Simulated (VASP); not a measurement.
Set up this calculation in VASP 6.6.1, as the native input.

| Item | Value |
| --- | --- |
| Task | single point |
| Functional | PBE |
| Potentials or basis | VASP PAW PBE potentials, release 64 (Be, Zn, O) |
| Cutoff | 520 eV |
| k mesh | 6 × 6 × 6 |
| Occupations | gaussian, width 0.02 eV |
| Spin | no spin polarisation |
| Dipole correction | no |
| Further INCAR settings | ALGO = Normal; EDIFF = 1e-06; NBANDS = 46 |

The structure of Be2ZnO3 lies in POSCAR:

```
Be2ZnO3
1.0
    4.3163634892     -2.4809531816      0.0000000000
    4.3163634892      2.4809531816      0.0000000000
    0.0000000000      0.0000000000      4.5857631551
Be Zn O
4 2 6
Direct
    0.5137617675      0.8339690018      0.5049901853
    0.8339690018      0.5137617675      0.0049901853
    0.1660309982      0.4862382325      0.5049901853
    0.4862382325      0.1660309982      0.0049901853
    0.1802949431      0.8197050569      0.9954605920
    0.8197050569      0.1802949431      0.4954605920
    0.5494272733      0.8356842045      0.8643375978
    0.1643157955      0.4505727267      0.8643375978
    0.7833576534      0.2166423466      0.9301838418
    0.8356842045      0.5494272733      0.3643375978
    0.4505727267      0.1643157955      0.3643375978
    0.2166423466      0.7833576534      0.4301838418
```

These files were run (other wordings do the same):

INCAR

```
SYSTEM = Be2ZnO3
PREC     = Accurate       ! precision mode
ENCUT    = 520            ! plane-wave cutoff, eV
EDIFF    = 1E-6           ! SCF threshold, eV
ISMEAR   = 0              ! smearing method
SIGMA    = 0.02           ! smearing width, eV
LREAL    = .FALSE.        ! projectors in reciprocal space
LASPH    = .TRUE.         ! aspherical terms in the spheres
NELM     = 100            ! most SCF steps
ALGO     = Normal         ! electronic algorithm
ISIF     = 2              ! what is computed and relaxed
LWAVE    = .FALSE.        ! write WAVECAR
LCHARG   = .FALSE.        ! write CHGCAR
GGA      = PE             ! functional
NBANDS   = 46             ! bands
```

KPOINTS

```
Automatic mesh
0
G
  6 6 6
  0 0 0
```

Potentials or basis: VASP PAW PBE potentials, release 64 (Be, Zn, O).

Command:

```console
$ cat potpaw_PBE.64/Be/POTCAR potpaw_PBE.64/Zn/POTCAR potpaw_PBE.64/O/POTCAR > POTCAR
$ mpirun -np 1 vasp_std > vasp.out
```

Results of the run:

| Item | Value |
| --- | --- |
| Pressure | 6.5 GPa |
| Largest force | 0.058 eV/Å |
| Band gap on the k mesh | 3.88 eV (least direct gap 3.92 eV) |

Caveat: the cell stands under pressure.

Run time: 120 s on 1 thread of Intel(R) Xeon(R) 6975P-C (Granite Rapids), with other jobs on the host, peak memory 0.34 GiB.
